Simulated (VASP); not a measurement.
Set up this calculation in VASP 6.6.1, as the native input.

| Property | Result |
| --- | --- |
| Task | single point |
| Functional | PBE |
| Potentials or basis | VASP PAW PBE potentials, release 64 (W_sv, C) |
| Cutoff | 600 eV |
| k mesh | 6 × 6 × 4 |
| Occupations | gaussian, width 0.1 eV |
| Spin | no spin polarisation |
| Dipole correction | no |
| Further INCAR settings | ALGO = Normal; EDIFF = 1e-06; NBANDS = 23 |

The structure of W2C lies in POSCAR:

```
W2C
1.0
    2.8535359426      0.0000000000      0.0000000000
   -1.4267679713      2.4712346169      0.0000000000
    0.0000000000      0.0000000000      4.3484898956
W C
2 1
Direct
    0.3333333333      0.6666666667      0.7463310000
    0.6666666667      0.3333333333      0.2536690000
    0.0000000000      0.0000000000      0.0000000000
```

The input as run:

INCAR

```
SYSTEM = W2C
PREC = Accurate ; ENCUT = 600
EDIFF = 1E-6 ; ISMEAR = 0
SIGMA = 0.1 ; LREAL = .False.
LASPH = .True. ; NELM = 120
ALGO = Normal ; ISIF = 2
LWAVE = .False. ; LCHARG = .True.
GGA = PE ; LELF = .True.
LVHAR = .True. ; NBANDS = 23
GGA_COMPAT = .False.
```

KPOINTS

```
Automatic mesh
0
Gamma
  6 6 4
  0 0 0
```

Potentials or basis: VASP PAW PBE potentials, release 64 (W_sv, C).

Run with:

```sh
$ cat potpaw_PBE.64/W_sv/POTCAR potpaw_PBE.64/C/POTCAR > POTCAR
$ mpirun -np 1 vasp_std > vasp.out
```

Results of the run:

| Item | Value |
| --- | --- |
| Pressure | 115.4 GPa |
| Largest force | 2.536 eV/Å |
| Band gap on the k mesh | zero (band 16 reaches 16.86 eV, above the bottom of band 17 at 13.54 eV) |

Caveat: the k points lie up to 0.42 Å⁻¹ apart; spin-orbit coupling is left out, which moves the levels of the heavy elements; forces of over 1 eV/Å act on the atoms, so gaps and moduli don't describe the material at rest.

Wall time 12 s on 1 thread of Intel Xeon 6975P-C, on a shared host, peak memory 0.16 GiB.
